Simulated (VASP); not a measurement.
# GaN (F-43m) in VASP: further runs, part 2 of 4

VASP 6.6.1. Earlier steps stand in the parts before.

## Step 3: Vibrations by perturbation theory, PBE

This run uses another cell than the first one, of 10.92 Å³/atom, 0.973 times its volume.

INCAR reads:

```
SYSTEM = GaN
  ALGO = Normal
  EDIFF = 1E-8
  ENCUT = 520
  GGA = PE
  IBRION = 8
  ISIF = 2
  ISMEAR = 0
  LASPH = .True.
  LCHARG = .True.
  LEPSILON = .True.
  LREAL = .False.
  LWAVE = .False.
  NBANDS = 16
  NELM = 80
  NSW = 1
  PREC = Accurate
  SIGMA = 0.01
```

KPOINTS reads:

```
k-points
0
Gamma
  10 10 10
  0 0 0
```

POSCAR reads:

```
GaN
1.0
    0.0000000000      2.2188154632      2.2188154632
    2.2188154632      0.0000000000      2.2188154632
    2.2188154632      2.2188154632      0.0000000000
Ga N
1 1
Direct
    0.0000000000      0.0000000000      0.0000000000
    0.7500000000      0.7500000000      0.7500000000
```

Potentials or basis: VASP PAW PBE potentials, release 64 (Ga_d, N).

Started as:

```console
> cat potpaw_PBE.64/Ga_d/POTCAR potpaw_PBE.64/N/POTCAR > POTCAR
> mpirun -np 1 vasp_std > vasp.out
```

OUTCAR:

```text
SYSTEM = GaN
   EDIFF = 1E-8
   ENCUT = 520
   GGA = PE
   IBRION = 8
   ISIF = 2
   ISMEAR = 0
   LASPH = .True.
   LEPSILON = .True.
   LREAL = .False.
   NELM = 80
   NSW = 1
   PREC = Accurate

 ion  position               nearest neighbor table
   1  0.000  0.000  0.000-   2 1.92   2 1.92   2 1.92   2 1.92
   2  0.750  0.750  0.750-   1 1.92   1 1.92   1 1.92   1 1.92

  LATTYP: Found a face centered cubic cell.
 ALAT       =     4.4376309264

  Lattice vectors:

 A1 = (   0.0000000000,   2.2188154632,   2.2188154632)
 A2 = (   2.2188154632,   0.0000000000,   2.2188154632)
 A3 = (   2.2188154632,   2.2188154632,   0.0000000000)

Analysis of symmetry for initial positions (statically):
=====================================================================
 Subroutine PRICEL returns:
 Original cell was already a primitive cell.

 Routine SETGRP: Setting up the symmetry group for a
 face centered cubic supercell.

 Subroutine GETGRP returns: Found 24 space group operations
 (whereof 24 operations were pure point group operations)
 out of a pool of 48 trial point group operations.

The static configuration has the point symmetry T_d .

Analysis of symmetry for dynamics (positions and initial velocities):
=====================================================================
 Subroutine PRICEL returns:
 Original cell was already a primitive cell.

 Routine SETGRP: Setting up the symmetry group for a
 face centered cubic supercell.
[... 714 lines left out ...]

 PIEZOELECTRIC TENSOR (including local field effects)  for field in x, y, z        (C/m^2)
          XX          YY          ZZ          XY          YZ          ZX
  --------------------------------------------------------------------------------
  x     0.00000    -0.00000    -0.00000     0.00000     1.01995     0.00000
  y    -0.00000     0.00000    -0.00000     0.00000     0.00000     1.01995
  z     0.00000     0.00000    -0.00000     1.01995     0.00000     0.00000

 BORN EFFECTIVE CHARGES (including local field effects) (in |e|, cummulative output)
 ---------------------------------------------------------------------------------
 ion    1
    1     2.64331     0.00000     0.00000
    2     0.00000     2.64331     0.00000
    3     0.00000     0.00000     2.64331
 ion    2
    1    -2.64331     0.00000     0.00000
    2     0.00000    -2.64331     0.00000
    3    -0.00000     0.00000    -2.64331

 INTERNAL STRAIN TENSOR FOR ION    2 for displacements in x,y,z  (eV/Angst):
          X           Y           Z          XY          YZ          ZX
  --------------------------------------------------------------------------------
  x     0.00000     0.00000     0.00000     0.00000    11.09072     0.00000
  y     0.00000     0.00000     0.00000     0.00000     0.00000    11.09072
  z     0.00000     0.00000     0.00000    11.09072     0.00000     0.00000

 SECOND DERIVATIVES (NOT SYMMETRIZED)
 ------------------------------------
               1X          1Y          1Z          2X          2Y          2Z
  1X   -14.024923    0.000000    0.000000   14.024923    0.000000    0.000000
  1Y     0.000000  -14.024923    0.000000    0.000000   14.024923    0.000000
  1Z     0.000000    0.000000  -14.024923    0.000000    0.000000   14.024923
  2X    14.022651    0.000000    0.000000  -14.022651    0.000000    0.000000
  2Y     0.000000   14.022651    0.000000    0.000000  -14.022651    0.000000
  2Z     0.000000    0.000000   14.022651    0.000000    0.000000  -14.022651

 Eigenvectors and eigenvalues of the dynamical matrix
 ----------------------------------------------------

   1 f  =   17.144669 THz   107.723131 2PiTHz  571.884595 cm-1    70.904621 meV
             X         Y         Z           dx          dy          dz
      0.000000  0.000000  0.000000     0.000000    0.408963    0.000000
      3.328223  3.328223  3.328223     0.000000   -0.912551    0.000000
[... 21 lines left out ...]
   6 f/i=    0.000518 THz     0.003255 2PiTHz    0.017282 cm-1     0.002143 meV
             X         Y         Z           dx          dy          dz
      0.000000  0.000000  0.000000     0.000000    0.000000    0.912551
      3.328223  3.328223  3.328223     0.000000    0.000000    0.408963

--------------------------------------------------------------------------------------------------------

 MACROSCOPIC STATIC DIELECTRIC TENSOR IONIC CONTRIBUTION
 ------------------------------------------------------
           4.126693     0.000000     0.000000
           0.000000     4.126693     0.000000
           0.000000     0.000000     4.126693
 ------------------------------------------------------

 ELASTIC MODULI CONTR FROM IONIC RELAXATION (kBar)
 Direction    XX          YY          ZZ          XY          YZ          ZX
 --------------------------------------------------------------------------------
 XX          -0.0000     -0.0000     -0.0000      0.0000      0.0000     -0.0000
 YY          -0.0000     -0.0000     -0.0000      0.0000      0.0000      0.0000
 ZZ          -0.0000     -0.0000     -0.0000      0.0000      0.0000     -0.0000
 XY           0.0000      0.0000      0.0000   -607.0880      0.0000      0.0000
 YZ           0.0000      0.0000      0.0000      0.0000   -607.0880      0.0000
 ZX          -0.0000      0.0000     -0.0000      0.0000      0.0000   -607.0880
 --------------------------------------------------------------------------------

 PIEZOELECTRIC TENSOR IONIC CONTR  for field in x, y, z        (C/m^2)
          XX          YY          ZZ          XY          YZ          ZX
  --------------------------------------------------------------------------------
  x     0.00000     0.00000     0.00000     0.00000    -1.48936     0.00000
  y    -0.00000     0.00000    -0.00000     0.00000     0.00000    -1.48936
  z     0.00000     0.00000     0.00000    -1.48936    -0.00000     0.00000
```

stdout:

```text
POSCAR found type information on POSCAR GaN
 POSCAR found :  2 types and       2 ions
 scaLAPACK will be used
 LDA part: xc-table for (Slater+PW92), standard interpolation
 POSCAR, INCAR and KPOINTS ok, starting setup
 FFT: planning ... GRIDC
[... 102 lines left out ...]
 onal to |phi(0)> (-1.270762085477870E-004,1.339900412844486E-014)
 LRF_COMMUTATOR internal error: the vector H(1)-e(1) S(1) |phi(0)> is not orthog
 onal to |phi(0)> (1.411018961195720E-004,8.895661984809067E-015)
 LRF_COMMUTATOR internal error: the vector H(1)-e(1) S(1) |phi(0)> is not orthog
 onal to |phi(0)> (-1.065477974778462E-004,1.998401444325282E-015)
 LRF_COMMUTATOR internal error: the vector H(1)-e(1) S(1) |phi(0)> is not orthog
 onal to |phi(0)> (1.090924074731436E-004,-1.224020884649235E-014)
 LRF_COMMUTATOR internal error: the vector H(1)-e(1) S(1) |phi(0)> is not orthog
 onal to |phi(0)> (-1.100934075510054E-004,7.062059270701582E-015)
 LRF_COMMUTATOR internal error: the
```

Run time: 2.5 min. Hardware: 1 thread of Intel Xeon 6975P-C (Granite Rapids), shared host; peak memory 0.27 GiB.

What came out:

| Property | Result |
| --- | --- |
| Electronic dielectric tensor (diagonal) | 5.70 |
| Born charges (mean of the diagonal) | Ga +2.64; N -2.64 e |
| Highest phonon frequency at Γ, LO-TO splitting left out | 572 cm⁻¹ |

Phonon frequencies in cm⁻¹ (negative: imaginary):
| q point | frequencies |
| --- | --- |
| (0.000, 0.000, 0.000) | 0 0 0 572 572 572 |

Electronic dielectric tensor:
```
5.70 0.00 0.00
0.00 5.70 0.00
0.00 0.00 5.70
```

Born effective charge tensors (e):
atom 1, Ga
```
2.64 0.00 0.00
0.00 2.64 0.00
0.00 0.00 2.64
```
atom 2, N
```
-2.64  0.00  0.00
 0.00 -2.64  0.00
 0.00  0.00 -2.64
```

Caveat: the cell wasn't relaxed at this level first, which shifts response properties.

## Step 4: Vibrations by perturbation theory, PBE

This run uses another cell than the first one, of 11.28 Å³/atom, 1.005 times its volume.

INCAR reads:

```
  ALGO = Normal
  EDIFF = 1E-8
  ENCUT = 520
  GGA = PE
  IBRION = 8
  ISIF = 2
  ISMEAR = 0
  LASPH = True
  LCHARG = True
  LEPSILON = True
  LREAL = False
  LWAVE = False
  NELM = 80
  NSW = 1
  PREC = Accurate
  SIGMA = 0.01
```

KPOINTS reads:

```
k-points
0
Gamma
  10 10 10
```

POSCAR reads:

```
GaN
1.0
    0.0000000000      2.2423916289      2.2423916289
    2.2423916289      0.0000000000      2.2423916289
    2.2423916289      2.2423916289      0.0000000000
Ga N
1 1
Direct
    0.0000000000      0.0000000000      0.0000000000
    0.7500000000      0.7500000000      0.7500000000
```

Potentials or basis: VASP PAW PBE potentials, release 64 (Ga_d, N).

Started as:

```console
> cat potpaw_PBE.64/Ga_d/POTCAR potpaw_PBE.64/N/POTCAR > POTCAR
> mpirun -np 1 vasp_std > vasp.out
```

OUTCAR:

```text
EDIFF = 1E-8
   ENCUT = 520
   GGA = PE
   IBRION = 8
   ISIF = 2
   ISMEAR = 0
   LASPH = True
   LEPSILON = True
   LREAL = False
   NELM = 80
   NSW = 1
   PREC = Accurate

 ion  position               nearest neighbor table
   1  0.000  0.000  0.000-   2 1.94   2 1.94   2 1.94   2 1.94
   2  0.750  0.750  0.750-   1 1.94   1 1.94   1 1.94   1 1.94

  LATTYP: Found a face centered cubic cell.
 ALAT       =     4.4847832578

  Lattice vectors:

 A1 = (   0.0000000000,   2.2423916289,   2.2423916289)
 A2 = (   2.2423916289,   0.0000000000,   2.2423916289)
 A3 = (   2.2423916289,   2.2423916289,   0.0000000000)

Analysis of symmetry for initial positions (statically):
=====================================================================
 Subroutine PRICEL returns:
 Original cell was already a primitive cell.

 Routine SETGRP: Setting up the symmetry group for a
 face centered cubic supercell.

 Subroutine GETGRP returns: Found 24 space group operations
 (whereof 24 operations were pure point group operations)
 out of a pool of 48 trial point group operations.

The static configuration has the point symmetry T_d .

Analysis of symmetry for dynamics (positions and initial velocities):
=====================================================================
 Subroutine PRICEL returns:
 Original cell was already a primitive cell.

 Routine SETGRP: Setting up the symmetry group for a
 face centered cubic supercell.

 Subroutine GETGRP returns: Found 24 space group operations
 (whereof 24 operations were pure point group operations)
 out of a pool of 48 trial point group operations.

The dynamic configuration has the point symmetry T_d .

 Subroutine INISYM returns: Found 24 space group operations
 (whereof 24 operations are pure point group operations),
 and found     1 'primitive' translations

----------------------------------------------------------------------------------------

                                     Primitive cell

  volume of cell :      22.5509

  direct lattice vectors                    reciprocal lattice vectors
     0.000000000  2.242391629  2.242391629    -0.222976216  0.222976216  0.222976216
     2.242391629  0.000000000  2.242391629     0.222976216 -0.222976216  0.222976216
     2.242391629  2.242391629  0.000000000     0.222976216  0.222976216 -0.222976216

  length of vectors
     3.171220654  3.171220654  3.171220654     0.386206135  0.386206135  0.386206135

  position of ions in fractional coordinates (direct lattice)
     0.000000000  0.000000000  0.000000000
     0.750000000  0.750000000  0.750000000

  ion indices of the primitive-cell ions
   primitive index   ion index
                 1           1
[... 570 lines left out ...]
    -0.00066  1.02561  0.00000
     1.02561 -0.00066  0.00000
     0.00000  0.00000  0.00060

--------------------------------------- Ionic step        4  -------------------------------------------

------------------------ aborting loop because EDIFF is reached ----------------------------------------

[... ionic steps 5 to 6 ...]

--------------------------------------- Ionic step        7  -------------------------------------------

 Free energy of the ion-electron system (eV)
  ---------------------------------------------------
  ---------------------------------------------------
  free energy    TOTEN  =        -0.23394007 eV

  energy without entropy =       -0.23394007

------------------------ aborting loop because EDIFF is reached ----------------------------------------

 INTERNAL STRAIN TENSOR  FOR ION    2  DIRECTION 1   (eV/Angst):
 -----------------------------------------------------------------------------
     0.00419  0.00000  0.00000
     0.00000 -0.00477  9.25102
     0.00000  9.25102 -0.00477

 MACROSCOPIC STATIC DIELECTRIC TENSOR (including local field effects in DFT)
 ------------------------------------------------------
           5.896117     0.000000     0.000000
          -0.000000     5.896117    -0.000000
           0.000000     0.000000     5.896117
 ------------------------------------------------------

 PIEZOELECTRIC TENSOR (including local field effects)  for field in x, y, z        (e  Angst)
          XX          YY          ZZ          XY          YZ          ZX
  --------------------------------------------------------------------------------
  x     0.00000    -0.00000     0.00000     0.00000     1.44489     0.00000
  y     0.00000     0.00000    -0.00000     0.00000     0.00000     1.44489
  z    -0.00000     0.00000    -0.00000     1.44489     0.00000     0.00000

 PIEZOELECTRIC TENSOR (including local field effects)  for field in x, y, z        (C/m^2)
          XX          YY          ZZ          XY          YZ          ZX
  --------------------------------------------------------------------------------
  x     0.00000    -0.00000     0.00000     0.00000     1.02655     0.00000
  y     0.00000     0.00000    -0.00000     0.00000     0.00000     1.02655
  z    -0.00000     0.00000    -0.00000     1.02655     0.00000     0.00000

 BORN EFFECTIVE CHARGES (including local field effects) (in |e|, cummulative output)
 ---------------------------------------------------------------------------------
 ion    1
    1     2.66047     0.00000     0.00000
    2    -0.00000     2.66047    -0.00000
    3    -0.00000    -0.00000     2.66047
 ion    2
    1    -2.66047    -0.00000    -0.00000
    2     0.00000    -2.66047     0.00000
    3     0.00000     0.00000    -2.66047

 INTERNAL STRAIN TENSOR FOR ION    2 for displacements in x,y,z  (eV/Angst):
          X           Y           Z          XY          YZ          ZX
  --------------------------------------------------------------------------------
  x     0.00000     0.00000     0.00000     0.00000     9.25102     0.00000
  y     0.00000     0.00000     0.00000     0.00000     0.00000     9.25102
  z     0.00000     0.00000     0.00000     9.25102     0.00000     0.00000

 SECOND DERIVATIVES (NOT SYMMETRIZED)
 ------------------------------------
               1X          1Y          1Z          2X          2Y          2Z
  1X   -12.829117    0.000000    0.000000   12.829117    0.000000    0.000000
  1Y     0.000000  -12.829117    0.000000    0.000000   12.829117    0.000000
  1Z     0.000000    0.000000  -12.829117    0.000000    0.000000   12.829117
  2X    12.797026    0.000000    0.000000  -12.797026    0.000000    0.000000
  2Y     0.000000   12.797026    0.000000    0.000000  -12.797026    0.000000
  2Z     0.000000    0.000000   12.797026    0.000000    0.000000  -12.797026

 Eigenvectors and eigenvalues of the dynamical matrix
 ----------------------------------------------------

   1 f  =   16.381504 THz   102.928024 2PiTHz  546.428149 cm-1    67.748425 meV
             X         Y         Z           dx          dy          dz
      0.000000  0.000000  0.000000     0.409063   -0.015383    0.002799
      3.363587  3.363587  3.363587    -0.911706    0.034285   -0.006239
[... 21 lines left out ...]
   6 f/i=    0.007662 THz     0.048140 2PiTHz    0.255567 cm-1     0.031686 meV
             X         Y         Z           dx          dy          dz
      0.000000  0.000000  0.000000    -0.307575   -0.857469   -0.050668
      3.363587  3.363587  3.363587    -0.138002   -0.384728   -0.022734

--------------------------------------------------------------------------------------------------------

 MACROSCOPIC STATIC DIELECTRIC TENSOR IONIC CONTRIBUTION
 ------------------------------------------------------
           4.432649     0.000000    -0.000000
           0.000000     4.432649    -0.000000
          -0.000000    -0.000000     4.432649
 ------------------------------------------------------

 ELASTIC MODULI CONTR FROM IONIC RELAXATION (kBar)
 Direction    XX          YY          ZZ          XY          YZ          ZX
 --------------------------------------------------------------------------------
 XX          -0.0000     -0.0000     -0.0000     -0.0000     -0.0000     -0.0000
 YY          -0.0000     -0.0000     -0.0000     -0.0000     -0.0000     -0.0000
 ZZ          -0.0000     -0.0000     -0.0000     -0.0000     -0.0000     -0.0000
 XY          -0.0000     -0.0000     -0.0000   -443.8694      0.0000      0.0000
 YZ          -0.0000     -0.0000     -0.0000      0.0000   -443.8694      0.0000
 ZX          -0.0000     -0.0000     -0.0000      0.0000      0.0000   -443.8694
 --------------------------------------------------------------------------------

 PIEZOELECTRIC TENSOR IONIC CONTR  for field in x, y, z        (C/m^2)
          XX          YY          ZZ          XY          YZ          ZX
  --------------------------------------------------------------------------------
  x    -0.00000    -0.00000    -0.00000    -0.00000    -1.31987    -0.00000
  y    -0.00000    -0.00000    -0.00000     0.00000     0.00000    -1.31987
  z    -0.00000    -0.00000    -0.00000    -1.31987     0.00000     0.00000
```

OSZICAR:

```text
N       E                     dE             d eps       ncg     rms          rms(c)
DAV:   1     0.916395010511E+02    0.91640E+02   -0.98502E+03  1299   0.246E+03
DAV:   2    -0.668169732697E+01   -0.98321E+02   -0.91492E+02  1395   0.369E+02
[... 182 lines left out ...]
RMM:   5    -0.234015153098E+00   -0.11441E-03   -0.17705E-05  8618   0.461E-02    0.310E-03
RMM:   6    -0.233960369625E+00    0.54783E-04   -0.16393E-06  8490   0.129E-02    0.163E-03
RMM:   7    -0.233942292454E+00    0.18077E-04   -0.18041E-08  8675   0.332E-03    0.284E-04
RMM:   8    -0.233940291238E+00    0.20012E-05   -0.16038E-08  8629   0.103E-03    0.401E-05
RMM:   9    -0.233940022303E+00    0.26894E-06    0.17439E-09  8637   0.308E-04    0.102E-05
RMM:  10    -0.233940075040E+00   -0.52738E-07   -0.20235E-09  8735   0.117E-04    0.209E-06
RMM:  11    -0.233940067893E+00    0.71478E-08   -0.10583E-09  8766   0.510E-05    0.165E-06
 Linear response finished
```

stdout:

```text
POSCAR found type information on POSCAR GaN
 POSCAR found :  2 types and       2 ions
 scaLAPACK will be used
 LDA part: xc-table for (Slater+PW92), standard interpolation
 POSCAR, INCAR and KPOINTS ok, starting setup
 FFT: planning ... GRIDC
 FFT: planning ... GRID_SOFT
 FFT: planning ... GRID
[... 102 lines left out ...]
 Linear response to external field, progress :
  Direction:   1
 dielectric tensor                  component  1 :     5.896     1.035     0.540
 Linear response to external field, progress :
  Direction:   2
 dielectric tensor                  component  2 :     0.911     5.896     0.500
 Linear response to external field, progress :
  Direction:   3
 dielectric tensor                  component  3 :     0.726     0.849     5.896
 Linear response DOF=           2
 Linear response progress:
 first order change of Fermi-energy  -0.26117E+00
 force on displaced ion       1 direction 1 : -12.829  -0.000  -0.000
 Born effective charge ion    1 direction 1 :   2.658   0.000   0.000
 Linear response p
```

It took 2.3 min on 1 thread of Intel Xeon 6975P-C (Granite Rapids), shared host; peak memory 0.26 GiB.

Results:

```yaml
Electronic_dielectric_tensor_diagonal: 5.90
Born_charges_mean_of_the_diagonal: Ga +2.66; N -2.66 e
Highest_phonon_frequency_at_Γ_LO-TO_splitting_left_out: 546 cm⁻¹
```

Phonon frequencies in cm⁻¹ (negative: imaginary):
| q point | frequencies |
| --- | --- |
| (0.000, 0.000, 0.000) | 0 0 0 546 546 546 |

Electronic dielectric tensor:
```
5.90 0.00 0.00
0.00 5.90 0.00
0.00 0.00 5.90
```

Born effective charge tensors (e):
atom 1, Ga
```
2.66 0.00 0.00
0.00 2.66 0.00
0.00 0.00 2.66
```
atom 2, N
```
-2.66  0.00  0.00
 0.00 -2.66  0.00
 0.00  0.00 -2.66
```

Caveat: the cell wasn't relaxed at this level first, which shifts response properties.

[end of part 2 of 4]
